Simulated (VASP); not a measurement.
# Ag (Fm-3m) in VASP: notebook

The runs below take Ag through single point, relaxation of cell and atoms, with PBEsol.

All numbers are computed with VASP 6.6.1; they aren't measurements. Logs are shortened: lines on timing, memory, paths and dates and some standing lists are left out, and cuts for length are marked.

### 1 The cell of the first run

The structure is cubic, space group Fm-3m (No. 225). Conventional cell: a = 4.056 Å, b = 4.056 Å, c = 4.056 Å, α = 90.00°, β = 90.00°, γ = 90.00°. Within 3.8 Å of Ag (site symmetry m-3m) lie 12 Ag at 2.87 Å.

### 2 Single point, PBEsol

Contents of INCAR:

```
ALGO     = Normal         # electronic algorithm
EDIFF    = 1E-7           # SCF threshold, eV
ENCUT    = 520            # plane-wave cutoff, eV
GGA      = PS             # functional
ISIF     = 2              # what is computed and relaxed
ISMEAR   = 1              # smearing method
LASPH    = True           # aspherical terms in the spheres
LCHARG   = False          # write CHGCAR
LREAL    = False          # projectors in reciprocal space
LWAVE    = False          # write WAVECAR
NBANDS   = 30             # bands
NELM     = 100            # most SCF steps
PREC     = Accurate       # precision mode
SIGMA    = 0.1            # smearing width, eV
```

Contents of KPOINTS:

```
k-points
0
Gamma
  6 6 6
```

Contents of POSCAR:

```
Ag
1.0
    4.0559369424      0.0000000000      0.0000000000
    0.0000000000      4.0559369424      0.0000000000
    0.0000000000      0.0000000000      4.0559369424
Ag
4
Direct
    0.0000000000      0.0000000000      0.0000000000
    0.0000000000      0.5000000000      0.5000000000
    0.5000000000      0.0000000000      0.5000000000
    0.5000000000      0.5000000000      0.0000000000
```

Potentials or basis: VASP PAW PBE potentials, release 64 (Ag).

Command:

```console
$ cat potpaw_PBE.64/Ag/POTCAR > POTCAR
$ mpirun -np 1 vasp_std > vasp.out
```

OUTCAR:

```text
EDIFF = 1E-7
   ENCUT = 520
   GGA = PS
   ISIF = 2
   ISMEAR = 1
   LASPH = True
   LREAL = False
   NELM = 100
   PREC = Accurate

 ion  position               nearest neighbor table
   1  0.000  0.000  0.000-   2 2.87   3 2.87   4 2.87   2 2.87   3 2.87   2 2.87   4 2.87   2 2.87
                             3 2.87   4 2.87   3 2.87   4 2.87
   2  0.000  0.500  0.500-   1 2.87   3 2.87   4 2.87   1 2.87   4 2.87   1 2.87   3 2.87   1 2.87
                             3 2.87   4 2.87   4 2.87   3 2.87
   3  0.500  0.000  0.500-   1 2.87   2 2.87   4 2.87   1 2.87   4 2.87   2 2.87   4 2.87   4 2.87
                             1 2.87   2 2.87   1 2.87   2 2.87
   4  0.500  0.500  0.000-   1 2.87   2 2.87   3 2.87   2 2.87   3 2.87   1 2.87   3 2.87   3 2.87
                             1 2.87   2 2.87   2 2.87   1 2.87

  LATTYP: Found a simple cubic cell.
 ALAT       =     4.0559369424

  Lattice vectors:

 A1 = (   4.0559369424,   0.0000000000,   0.0000000000)
 A2 = (   0.0000000000,   4.0559369424,   0.0000000000)
 A3 = (   0.0000000000,   0.0000000000,   4.0559369424)

Analysis of symmetry for initial positions (statically):
=====================================================================
 Subroutine PRICEL returns following result:

  LATTYP: Found a face centered cubic cell.
 ALAT       =     4.0559369424

  Lattice vectors:

 A1 = (   2.0279684712,  -2.0279684712,   0.0000000000)
 A2 = (   2.0279684712,   0.0000000000,   2.0279684712)
 A3 = (   0.0000000000,  -2.0279684712,   2.0279684712)

   4 primitive cells build up your supercell.

 Routine SETGRP: Setting up the symmetry group for a
 simple cubic supercell.

 Subroutine GETGRP returns: Found 48 space group operations
 (whereof 48 operations were pure point group operations)
 out of a pool of 48 trial point group operations.

The static configuration has the point symmetry O_h .

Analysis of symmetry for dynamics (positions and initial velocities):
=====================================================================
 Subroutine PRICEL returns following result:

  LATTYP: Found a face centered cubic cell.
 ALAT       =     4.0559369424

  Lattice vectors:

 A1 = (   2.0279684712,  -2.0279684712,   0.0000000000)
 A2 = (   2.0279684712,   0.0000000000,   2.0279684712)
 A3 = (   0.0000000000,  -2.0279684712,   2.0279684712)

   4 primitive cells build up your supercell.

 Routine SETGRP: Setting up the symmetry group for a
 simple cubic supercell.

 Subroutine GETGRP returns: Found 48 space group operations
 (whereof 48 operations were pure point group operations)
 out of a pool of 48 trial point group operations.

The dynamic configuration has the point symmetry O_h .

 Subroutine INISYM returns: Found 48 space group operations
 (whereof 48 operations are pure point group operations),
 and found     4 'primitive' translations

----------------------------------------------------------------------------------------

                                     Primitive cell

  volume of cell :      16.6807

  direct lattice vectors                    reciprocal lattice vectors
     2.027968471 -2.027968471  0.000000000     0.246552157 -0.246552157 -0.246552157
     2.027968471  0.000000000  2.027968471     0.246552157  0.246552157  0.246552157
     0.000000000 -2.027968471  2.027968471    -0.246552157 -0.246552157  0.246552157

  length of vectors
     2.867980516  2.867980516  2.867980516     0.427040862  0.427040862  0.427040862

  position of ions in fractional coordinates (direct lattice)
     0.000000000  0.000000000  0.000000000

  ion indices of the primitive-cell ions
   primitive index   ion index
                 1           1

----------------------------------------------------------------------------------------

 KPOINTS: k-points

Automatic generation of k-mesh.
 Grid dimensions read from file:
 generate k-points for:    6    6    6

 Generating k-lattice:

  Cartesian coordinates                     Fractional coordinates (reciprocal lattice)
     0.041092026  0.000000000  0.000000000     0.166666667  0.000000000  0.000000000
     0.000000000  0.041092026  0.000000000     0.000000000  0.166666667  0.000000000
     0.000000000  0.000000000  0.041092026     0.000000000  0.000000000  0.166666667

  Length of vectors
     0.041092026  0.041092026  0.041092026

  Shift w.r.t. Gamma in fractional coordinates (k-lattice)
     0.000000000  0.000000000  0.000000000

 Subroutine IBZKPT returns following result:
 ===========================================

 Found     20 irreducible k-points:

 Following reciprocal coordinates:
            Coordinates               Weight
  0.000000  0.000000  0.000000      1.000000
  0.166667  0.000000  0.000000      6.000000
  0.333333  0.000000  0.000000      6.000000
  0.500000  0.000000  0.000000      3.000000
  0.166667  0.166667  0.000000     12.000000
  0.333333  0.166667  0.000000     24.000000
[... 12 lines left out ...]
  0.500000  0.500000  0.333333      6.000000
  0.500000  0.500000  0.500000      1.000000
   k-points           NKPTS =     20   k-points in BZ     NKDIM =     20   number of bands    NBANDS=     30
   number of dos      NEDOS =    301   number of ions     NIONS =      4
   total plane-waves  NPLWV =  27000
   dimension x,y,z NGX =    30 NGY =   30 NGZ =   30
   dimension x,y,z NGXF=    60 NGYF=   60 NGZF=   60
   ions per type =               4
   NGX,Y,Z   is equivalent  to a cutoff of  12.30, 12.30, 12.30 a.u.
   NGXF,Y,Z  is equivalent  to a cutoff of  24.59, 24.59, 24.59 a.u.
 SYSTEM =  unknown system
   PREC   = accura    normal or accurate (medium, high low for compatibility)
   ISTART =      0    job   : 0-new  1-cont  2-samecut
   ICHARG =      2    charge: 1-file 2-atom 10-const
   ISPIN  =      1    spin polarized calculation?
   LNONCOLLINEAR =      F non collinear calculations
   LSORBIT =      F    spin-orbit coupling
   LASPH  =      T    aspherical Exc in radial PAW
   ENCUT  =  520.0 eV  38.22 Ry    6.18 a.u.   7.54  7.54  7.54*2*pi/ulx,y,z
   NELM   =    100;   NELMIN=  2; NELMDL= -5     # of ELM steps
   EDIFF  = 0.1E-06   stopping-criterion for ELM
   LREAL  =      F    real-space projection
   EDIFFG = 0.1E-05   stopping-criterion for IOM
   NSW    =      0    number of steps for IOM
   IBRION =     -1    ionic relax: 0-MD 1-quasi-New 2-CG
   NFREE  =      0    steps in history (QN), initial steepest desc. (CG)
   ISIF   =      2    stress and relaxation
   ISYM   =      2    0-nonsym 1-usesym 2-fastsym
   POTIM  = 0.5000    time-step for ionic-motion
   TEBEG  =    0.0;   TEEND  =   0.0 temperature during run
   PSTRESS=    0.0 pullay stress
   NELECT =      44.0000    total number of electrons
   NUPDOWN=      -1.0000    fix difference up-down
   EMIN   =  10.00;   EMAX   =-10.00  energy-range for DOS
   EFERMI =   0.00;   METHOD = LEGACY
   ISMEAR =     1;   SIGMA  =   0.10  broadening in eV -4-tet -1-fermi 0-gaus
   EFERMI_NEDOS =   21; number of points for ismear=-14 and -15
   IALGO  =     38    algorithm
   IMIX   =      4    mixing-type and parameters
     AMIX     =   0.40;   BMIX     =  1.00
     AMIX_MAG =   1.60;   BMIX_MAG =  1.00
  volume/ion in A,a.u.               =      16.68       112.57
  Fermi-wavevector in a.u.,A,eV,Ry     =   1.424955  2.692775 27.626591  2.030497
  Thomas-Fermi vector in A             =   2.545391
   LORBIT       =      0    0 simple, 1 ext, 2 COOP (PROOUT), +10 PAW based schemes
   GGA     = PS    functional components
   LHFCALC =     F    Hartree Fock is set to
   AEXX    =    0.0000 exact exchange contribution
   IVDW    =     0    specifies the selected vdW correction
   LEPSILON=     F    determine dielectric tensor
   LRPA    =     F    only Hartree local field effects (RPA)
 non-spin polarized calculation
 Methfessel and Paxton  Order N= 1 SIGMA  =   0.10
  energy-cutoff  :      520.00
  volume of cell :       66.72
 maximum number of plane-waves:      1856
   NGX = 15   NGY = 15   NGZ = 15

 number of electron      43.9999966 magnetization

 Free energy of the ion-electron system (eV)
  ---------------------------------------------------
  ext. energy  EPLUGINS =         0.00000000
  ---------------------------------------------------
  free energy    TOTEN  =       -13.21244007 eV

  energy without entropy =      -13.20768670  energy(sigma->0) =      -13.21085561

 E-fermi :   8.5243     XC(G=0): -12.5431

 val. band max:        8.3468213139   @ k =   0.3333   0.3333   0.0000
 cond. band min:       8.5521190242   @ k =   0.3333   0.3333   0.1667
 fundamental gap:      0.2052977102
 Fermi energy:         8.5243016037

 k-point     1 :       0.0000    0.0000    0.0000
  band No.  band energies     occupation
      1       0.5456      2.00000
      2       1.9696      2.00000
      3       1.9696      2.00000
      4       1.9696      2.00000
      5       2.1226      2.00000
      6       2.1226      2.00000
[... 22 lines left out ...]
     29      19.2522      0.00000
     30      19.2522      0.00000

 k-point     2 :       0.1667    0.0000    0.0000
  band No.  band energies     occupation
      1       0.8385      2.00000
      2       2.0880      2.00000
      3       2.1265      2.00000
      4       2.1265      2.00000
      5       2.2162      2.00000
      6       2.2664      2.00000
[... 22 lines left out ...]
     29      18.4280      0.00000
     30      18.4923      0.00000

 k-point     3 :       0.3333    0.0000    0.0000
  band No.  band energies     occupation
      1       1.6331      2.00000
      2       2.3630      2.00000
      3       2.4791      2.00000
      4       2.5054      2.00000
      5       2.5054      2.00000
      6       2.6946      2.00000
[... 22 lines left out ...]
     29      17.3475      0.00000
     30      17.3475      0.00000

 k-point     4 :       0.5000    0.0000    0.0000
  band No.  band energies     occupation
      1       2.4004      2.00000
      2       2.4004      2.00000
      3       2.7524      2.00000
      4       2.7524      2.00000
      5       2.8570      2.00000
      6       2.8570      2.00000
[... 484 lines left out ...]
     29      22.8193      0.00000
     30      22.8193      0.00000

 k-point    19 :       0.5000    0.5000    0.3333
  band No.  band energies     occupation
      1       2.1584      2.00000
      2       2.1584      2.00000
      3       2.1584      2.00000
      4       2.1584      2.00000
      5       3.6171      2.00000
      6       3.6171      2.00000
[... 22 lines left out ...]
     29      23.5401      0.00000
     30      23.5401      0.00000

 k-point    20 :       0.5000    0.5000    0.5000
  band No.  band energies     occupation
      1       2.0101      2.00000
      2       2.0101      2.00000
      3       2.0101      2.00000
      4       2.0101      2.00000
      5       3.6684      2.00000
      6       3.6684      2.00000
[... 22 lines left out ...]
     29      23.8075      0.00000
     30      23.8075      0.00000

------------------------ aborting loop because EDIFF is reached ----------------------------------------

  FORCE on cell =-STRESS in cart. coord.  units (eV):
  Direction    XX          YY          ZZ          XY          YZ          ZX
  --------------------------------------------------------------------------------------
  -------------------------------------------------------------------------------------
  Total       -0.0902515     -0.0902515     -0.0902515      0.0000000      0.0000000      0.0000000
  in kB       -2.1671615     -2.1671615     -2.1671615      0.0000000      0.0000000      0.0000000
  external PRESSURE =      -2.1671615 kB  Pullay stress =       0.0000000 kB

 VOLUME and BASIS-vectors are now :
 -----------------------------------------------------------------------------
  energy-cutoff  :      520.00
  volume of cell :       66.72
      direct lattice vectors                 reciprocal lattice vectors
     4.055936942  0.000000000  0.000000000     0.246552157  0.000000000  0.000000000
     0.000000000  4.055936942  0.000000000     0.000000000  0.246552157  0.000000000
     0.000000000  0.000000000  4.055936942     0.000000000  0.000000000  0.246552157

 POSITION                                       TOTAL-FORCE (eV/Angst)
 -----------------------------------------------------------------------------------
      0.00000      0.00000      0.00000        -0.000000      0.000000      0.000000
      0.00000      2.02797      2.02797         0.000000      0.000000      0.000000
      2.02797      0.00000      2.02797         0.000000     -0.000000      0.000000
      2.02797      2.02797      0.00000        -0.000000     -0.000000     -0.000000
 -----------------------------------------------------------------------------------
    total drift:                                0.000000      0.000000     -0.000000

  FREE ENERGIE OF THE ION-ELECTRON SYSTEM (eV)
  ---------------------------------------------------
  free  energy   TOTEN  =       -13.2124400652 eV

  energy  without entropy=      -13.2076866971  energy(sigma->0) =      -13.21085561
```

Wall time 27 s (1 thread of Intel Xeon 6975P-C, shared host); peak memory 0.17 GiB.

Results:

| Quantity | Value |
| --- | --- |
| Free energy | -13.2124 eV |
| Pressure | -0.2 GPa |
| Band gap on the k mesh | zero (band 22 reaches 10.06 eV, above the bottom of band 23 at 8.01 eV) |

Caveat: the PAW data sets were made with another functional, which shifts forces and pressure a little.

### 3 Relaxation of cell and atoms, PBEsol

This run uses another cell than the first one, of 17.10 Å³/atom, 1.025 times its volume.

Contents of INCAR:

```
SYSTEM = Ag
ALGO = Normal
EDIFF = 1E-7
EDIFFG = -0.02
ENCUT = 600
GGA = PS
IBRION = 2
ISIF = 3
ISMEAR = 1
LASPH = .TRUE.
LCHARG = .FALSE.
LREAL = .FALSE.
LWAVE = .FALSE.
NELM = 100
NSW = 80
PREC = Accurate
SIGMA = 0.1
```

Contents of KPOINTS:

```
k-points
0
G
  6 6 6
  0 0 0
```

Contents of POSCAR:

```
Ag
1.0
    4.0900000000      0.0000000000      0.0000000000
    0.0000000000      4.0900000000      0.0000000000
    0.0000000000      0.0000000000      4.0900000000
Ag
4
Direct
    0.0000000000      0.0000000000      0.0000000000
    0.0000000000      0.5000000000      0.5000000000
    0.5000000000      0.0000000000      0.5000000000
    0.5000000000      0.5000000000      0.0000000000
```

Potentials or basis: VASP PAW PBE potentials, release 64 (Ag).

Command:

```console
$ cat potpaw_PBE.64/Ag/POTCAR > POTCAR
$ mpirun -np 1 vasp_std > vasp.out
```

Wall time 1.7 min (1 thread of Intel Xeon 6975P-C, shared host); peak memory 0.23 GiB.

It converged, with:

- Free energy: -13.2140 eV
- Relaxed volume: 16.65 Å³/atom
- Relaxed cell: a = 4.053 Å, b = 4.053 Å, c = 4.053 Å, α = 90.00°, β = 90.00°, γ = 90.00°
- Space group after relaxing (to 0.05 Å): Fm-3m (No. 225)
- Energy gained by relaxing: 4.3 meV/atom
- Ionic steps: 3
- Pressure after relaxing: 0.0 GPa
- Band gap on the k mesh: zero (band 22 reaches 10.08 eV, above the bottom of band 23 at 8.03 eV)

The path:
| step | energy change (eV) | largest force (eV/Å) | pressure (GPa) | volume (Å³) |
| --- | --- | --- | --- | --- |
| 1 | 0.0000 | 0.0000 | -2.95 | 68.42 |
| 2 | -0.0083 | 0.0000 | 2.35 | 65.35 |
| 3 | -0.0173 | 0.0000 | -0.01 | 66.60 |

Final structure:
```yaml
crystal:
  lattice:
    - [4.05341, 0.00000, 0.00000]
    - [0.00000, 4.05341, 0.00000]
    - [0.00000, 0.00000, 4.05341]
  atoms:
    - { symbol: Ag, position: [0.00000, 0.00000, 0.00000] }
    - { symbol: Ag, position: [0.00000, 0.50000, 0.50000] }
    - { symbol: Ag, position: [0.50000, 0.00000, 0.50000] }
    - { symbol: Ag, position: [0.50000, 0.50000, 0.00000] }
```

Levels at points of the mesh, in eV from the Fermi level:
```tsv
k point	band 18	band 19	band 20	band 21	band 22	band 23	band 24	band 25	band 26
(0.00, 0.00, 0.00)	-2.70	-2.70	-2.70	-2.70	1.53	1.53	1.53	6.92	6.92
(0.50, 0.00, 0.00)	-3.75	-3.36	-3.36	-2.70	-2.70	6.02	6.02	6.02	6.02
(0.50, 0.50, 0.00)	-3.75	-3.75	-3.75	-0.52	-0.52	-0.52	-0.52	9.44	9.44
(0.50, 0.50, 0.50)	-2.92	-2.92	-2.92	-0.51	-0.51	-0.51	-0.51	3.73	3.73
```

Caveat: the PAW data sets were made with another functional, which shifts forces and pressure a little.
